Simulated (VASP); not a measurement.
# TiC (Fm-3m) in VASP: further runs

The runs below take TiC through single point, with PBE.

Everything below comes from runs of VASP 6.6.1. Logs are shortened: lines on timing, memory, paths and dates and some standing lists are left out, and cuts for length are marked.

## (1) The cell of the first run

It takes space group Fm-3m (No. 225, cubic). The conventional cell has a = 4.328 Å, b = 4.328 Å, c = 4.328 Å, α = 90.00°, β = 90.00°, γ = 90.00°. Within 2.9 Å of Ti (site symmetry m-3m) lie 6 C at 2.16 Å. C (site symmetry m-3m) has 6 Ti at 2.16 Å within 2.9 Å.

## (2) Single point, PBE

INCAR reads:

```
  PREC = Accurate
  ENCUT = 520
  EDIFF = 1E-6
  ISMEAR = 0
  SIGMA = 0.15
  LREAL = False
  LASPH = True
  NELM = 100
  ALGO = Normal
  ISIF = 2
  LWAVE = False
  LCHARG = False
  GGA = PE
  NBANDS = 15
```

KPOINTS reads:

```
Automatic mesh
0
Gamma
  18 18 18
```

POSCAR reads:

```
TiC
1.0
    0.0000000000      2.1640000000      2.1640000000
    2.1640000000      0.0000000000      2.1640000000
    2.1640000000      2.1640000000      0.0000000000
Ti C
1 1
Direct
    0.0000000000      0.0000000000      0.0000000000
    0.5000000000      0.5000000000      0.5000000000
```

Potentials or basis: VASP PAW PBE potentials, release 64 (Ti_sv, C).

The run is started by

```sh
> cat potpaw_PBE.64/Ti_sv/POTCAR potpaw_PBE.64/C/POTCAR > POTCAR
> mpirun -np 1 vasp_std > vasp.out
```

OUTCAR:

```text
PREC = Accurate
   ENCUT = 520
   EDIFF = 1E-6
   ISMEAR = 0
   LREAL = False
   LASPH = True
   NELM = 100
   ISIF = 2
   GGA = PE

 ion  position               nearest neighbor table
   1  0.000  0.000  0.000-   2 2.16   2 2.16   2 2.16   2 2.16   2 2.16   2 2.16
   2  0.500  0.500  0.500-   1 2.16   1 2.16   1 2.16   1 2.16   1 2.16   1 2.16

  LATTYP: Found a face centered cubic cell.
 ALAT       =     4.3280000000

  Lattice vectors:

 A1 = (   0.0000000000,   2.1640000000,   2.1640000000)
 A2 = (   2.1640000000,   0.0000000000,   2.1640000000)
 A3 = (   2.1640000000,   2.1640000000,   0.0000000000)

Analysis of symmetry for initial positions (statically):
=====================================================================
 Subroutine PRICEL returns:
 Original cell was already a primitive cell.

 Routine SETGRP: Setting up the symmetry group for a
 face centered cubic supercell.

 Subroutine GETGRP returns: Found 48 space group operations
 (whereof 48 operations were pure point group operations)
 out of a pool of 48 trial point group operations.

The static configuration has the point symmetry O_h .

Analysis of symmetry for dynamics (positions and initial velocities):
=====================================================================
 Subroutine PRICEL returns:
 Original cell was already a primitive cell.

 Routine SETGRP: Setting up the symmetry group for a
 face centered cubic supercell.

 Subroutine GETGRP returns: Found 48 space group operations
 (whereof 48 operations were pure point group operations)
 out of a pool of 48 trial point group operations.

The dynamic configuration has the point symmetry O_h .

 Subroutine INISYM returns: Found 48 space group operations
 (whereof 48 operations are pure point group operations),
 and found     1 'primitive' translations

----------------------------------------------------------------------------------------

                                     Primitive cell

  volume of cell :      20.2676

  direct lattice vectors                    reciprocal lattice vectors
     0.000000000  2.164000000  2.164000000    -0.231053604  0.231053604  0.231053604
     2.164000000  0.000000000  2.164000000     0.231053604 -0.231053604  0.231053604
     2.164000000  2.164000000  0.000000000     0.231053604  0.231053604 -0.231053604

  length of vectors
     3.060358149  3.060358149  3.060358149     0.400196582  0.400196582  0.400196582

  position of ions in fractional coordinates (direct lattice)
     0.000000000  0.000000000  0.000000000
     0.500000000  0.500000000  0.500000000

  ion indices of the primitive-cell ions
   primitive index   ion index
                 1           1
                 2           2

----------------------------------------------------------------------------------------

 KPOINTS: Automatic mesh

Automatic generation of k-mesh.
 Grid dimensions read from file:
 generate k-points for:   18   18   18

 Generating k-lattice:

  Cartesian coordinates                     Fractional coordinates (reciprocal lattice)
    -0.012836311  0.012836311  0.012836311     0.055555556  0.000000000  0.000000000
     0.012836311 -0.012836311  0.012836311     0.000000000  0.055555556  0.000000000
     0.012836311  0.012836311 -0.012836311     0.000000000  0.000000000  0.055555556

  Length of vectors
     0.022233143  0.022233143  0.022233143

  Shift w.r.t. Gamma in fractional coordinates (k-lattice)
     0.000000000  0.000000000  0.000000000

 Subroutine IBZKPT returns following result:
 ===========================================

 Found    195 irreducible k-points:

 Following reciprocal coordinates:
            Coordinates               Weight
  0.000000  0.000000  0.000000      1.000000
  0.055556  0.000000  0.000000      8.000000
  0.111111  0.000000  0.000000      8.000000
  0.166667  0.000000  0.000000      8.000000
  0.222222  0.000000  0.000000      8.000000
  0.277778  0.000000  0.000000      8.000000
[... 16 lines left out ...]
 -0.277778  0.055556  0.000000     24.000000
 -0.222222  0.055556  0.000000     24.000000
 [... further k-points ...]
   k-points           NKPTS =    195   k-points in BZ     NKDIM =    195   number of bands    NBANDS=     15
   number of dos      NEDOS =    301   number of ions     NIONS =      2
   total plane-waves  NPLWV =  13824
   dimension x,y,z NGX =    24 NGY =   24 NGZ =   24
   dimension x,y,z NGXF=    48 NGYF=   48 NGZF=   48
   ions per type =               1   1
   NGX,Y,Z   is equivalent  to a cutoff of  13.04, 13.04, 13.04 a.u.
   NGXF,Y,Z  is equivalent  to a cutoff of  26.07, 26.07, 26.07 a.u.
 SYSTEM =  unknown system
   PREC   = accura    normal or accurate (medium, high low for compatibility)
   ISTART =      0    job   : 0-new  1-cont  2-samecut
   ICHARG =      2    charge: 1-file 2-atom 10-const
   ISPIN  =      1    spin polarized calculation?
   LNONCOLLINEAR =      F non collinear calculations
   LSORBIT =      F    spin-orbit coupling
   LASPH  =      T    aspherical Exc in radial PAW
   ENCUT  =  520.0 eV  38.22 Ry    6.18 a.u.   5.69  5.69  5.69*2*pi/ulx,y,z
   NELM   =    100;   NELMIN=  2; NELMDL= -5     # of ELM steps
   EDIFF  = 0.1E-05   stopping-criterion for ELM
   LREAL  =      F    real-space projection
   EDIFFG = 0.1E-04   stopping-criterion for IOM
   NSW    =      0    number of steps for IOM
   IBRION =     -1    ionic relax: 0-MD 1-quasi-New 2-CG
   NFREE  =      0    steps in history (QN), initial steepest desc. (CG)
   ISIF   =      2    stress and relaxation
   ISYM   =      2    0-nonsym 1-usesym 2-fastsym
   POTIM  = 0.5000    time-step for ionic-motion
   TEBEG  =    0.0;   TEEND  =   0.0 temperature during run
   PSTRESS=    0.0 pullay stress
   NELECT =      16.0000    total number of electrons
   NUPDOWN=      -1.0000    fix difference up-down
   EMIN   =  10.00;   EMAX   =-10.00  energy-range for DOS
   EFERMI =   0.00;   METHOD = LEGACY
   ISMEAR =     0;   SIGMA  =   0.15  broadening in eV -4-tet -1-fermi 0-gaus
   EFERMI_NEDOS =   21; number of points for ismear=-14 and -15
   IALGO  =     38    algorithm
   IMIX   =      4    mixing-type and parameters
     AMIX     =   0.40;   BMIX     =  1.00
     AMIX_MAG =   1.60;   BMIX_MAG =  1.00
  volume/ion in A,a.u.               =      10.13        68.39
  Fermi-wavevector in a.u.,A,eV,Ry     =   1.513030  2.859212 31.147275  2.289260
  Thomas-Fermi vector in A             =   2.622876
   LORBIT       =      0    0 simple, 1 ext, 2 COOP (PROOUT), +10 PAW based schemes
   GGA     = PE    functional components
   LHFCALC =     F    Hartree Fock is set to
   AEXX    =    0.0000 exact exchange contribution
   IVDW    =     0    specifies the selected vdW correction
   LEPSILON=     F    determine dielectric tensor
   LRPA    =     F    only Hartree local field effects (RPA)
 non-spin polarized calculation
 Gauss-broadening in eV      SIGMA  =   0.15
  energy-cutoff  :      520.00
  volume of cell :       20.27
 maximum number of plane-waves:       568
   NGX = 11   NGY = 11   NGZ = 11

 number of electron      16.0000001 magnetization

 Free energy of the ion-electron system (eV)
  ---------------------------------------------------
  ext. energy  EPLUGINS =         0.00000000
  ---------------------------------------------------
  free energy    TOTEN  =       -18.71067564 eV

  energy without entropy =      -18.70723326  energy(sigma->0) =      -18.70895445

 E-fermi :   9.4473     XC(G=0): -12.7102

 val. band max:        9.4436286415   @ k =   0.1667   0.1667   0.0000
 cond. band min:       9.5095267671   @ k =   0.5000   0.4444   0.0000
 fundamental gap:      0.0658981255
 Fermi energy:         9.4473216007

 k-point     1 :       0.0000    0.0000    0.0000
  band No.  band energies     occupation
      1     -47.1424      2.00000
      2     -23.1652      2.00000
      3     -23.1652      2.00000
      4     -23.1652      2.00000
      5      -2.9676      2.00000
      6      10.1344      0.00000
      7      10.1344      0.00000
      8      10.1344      0.00000
      9      11.1210      0.00000
     10      11.1210      0.00000
     11      11.1210      0.00000
     12      11.1578      0.00000
     13      11.1578      0.00000
     14      19.9579      0.00000
     15      23.4821      0.00000

 k-point     2 :       0.0556    0.0000    0.0000
  band No.  band energies     occupation
      1     -47.1402      2.00000
      2     -23.1808      2.00000
      3     -23.1666      2.00000
      4     -23.1666      2.00000
      5      -2.8974      2.00000
      6       9.7696      0.00238
      7       9.9874      0.00000
      8       9.9874      0.00000
      9      10.4966      0.00000
     10      10.4966      0.00000
     11      11.3228      0.00000
     12      12.0316      0.00000
     13      12.0316      0.00000
     14      20.0860      0.00000
     15      23.5130      0.00000

 k-point     3 :       0.1111    0.0000    0.0000
  band No.  band energies     occupation
      1     -47.1338      2.00000
      2     -23.2257      2.00000
      3     -23.1709      2.00000
      4     -23.1709      2.00000
      5      -2.6903      2.00000
      6       9.0237      1.99993
      7       9.3346      1.71198
      8       9.3346      1.71197
      9      10.5065      0.00000
     10      10.5065      0.00000
     11      11.6223      0.00000
     12      12.9741      0.00000
     13      12.9741      0.00000
     14      20.4130      0.00000
     15      23.5456      0.00000
[... 343 lines left out ...]
 k-point    23 :      -0.2778    0.0556    0.0000
  band No.  band energies     occupation
      1     -47.0938      2.00000
      2     -23.4900      2.00000
      3     -23.2142      2.00000
      4     -23.1904      2.00000
      5      -1.1539      2.00000
      6       5.8863      2.00000
      7       7.2322      2.00000
      8       7.4325      2.00000
      9      11.3325      0.00000
     10      11.6849      0.00000
     11      12.6315      0.00000
     12      15.4320      0.00000
     13      16.4243      0.00000
     14      20.0997      0.00000
     15      24.2281      0.00000

 k-point    24 :      -0.2222    0.0556    0.0000
  band No.  band energies     occupation
      1     -47.1064      2.00000
      2     -23.4066      2.00000
      3     -23.2055      2.00000
      4     -23.1816      2.00000
      5      -1.6984      2.00000
      6       6.7962      2.00000
      7       7.6788      2.00000
      8       7.9191      2.00000
      9      10.9659      0.00000
     10      11.3745      0.00000
     11      12.3541      0.00000
     12      14.6045      0.00000
     13      15.6450      0.00000
     14      20.7483      0.00000
     15      23.6953      0.00000

 [... further k-points ...]

------------------------ aborting loop because EDIFF is reached ----------------------------------------

  FORCE on cell =-STRESS in cart. coord.  units (eV):
  Direction    XX          YY          ZZ          XY          YZ          ZX
  --------------------------------------------------------------------------------------
  -------------------------------------------------------------------------------------
  Total        0.1346329      0.1346329      0.1346329     -0.0000000      0.0000000      0.0000000
  in kB       10.6429042     10.6429042     10.6429042     -0.0000000      0.0000000      0.0000000
  external PRESSURE =      10.6429042 kB  Pullay stress =       0.0000000 kB

 VOLUME and BASIS-vectors are now :
 -----------------------------------------------------------------------------
  energy-cutoff  :      520.00
  volume of cell :       20.27
      direct lattice vectors                 reciprocal lattice vectors
     0.000000000  2.164000000  2.164000000    -0.231053604  0.231053604  0.231053604
     2.164000000  0.000000000  2.164000000     0.231053604 -0.231053604  0.231053604
     2.164000000  2.164000000  0.000000000     0.231053604  0.231053604 -0.231053604

 POSITION                                       TOTAL-FORCE (eV/Angst)
 -----------------------------------------------------------------------------------
      0.00000      0.00000      0.00000         0.000000      0.000000     -0.000000
      2.16400      2.16400      2.16400        -0.000000     -0.000000      0.000000
 -----------------------------------------------------------------------------------
    total drift:                                0.000000     -0.000000     -0.000000

  FREE ENERGIE OF THE ION-ELECTRON SYSTEM (eV)
  ---------------------------------------------------
  free  energy   TOTEN  =       -18.7106756399 eV

  energy  without entropy=      -18.7072332617  energy(sigma->0) =      -18.70895445
```

It took 35 s on 1 thread of Intel Xeon Platinum 8259CL at 2.50GHz (Skylake/Cascade Lake), shared host; peak memory 0.18 GiB.

Results:

| Property | Result |
| --- | --- |
| Free energy | -18.7107 eV |
| Pressure | 1.1 GPa |
| Band gap on the k mesh | zero (bands 8 and 9 overlap by 1.10 eV) |

[end of part 1 of 2]
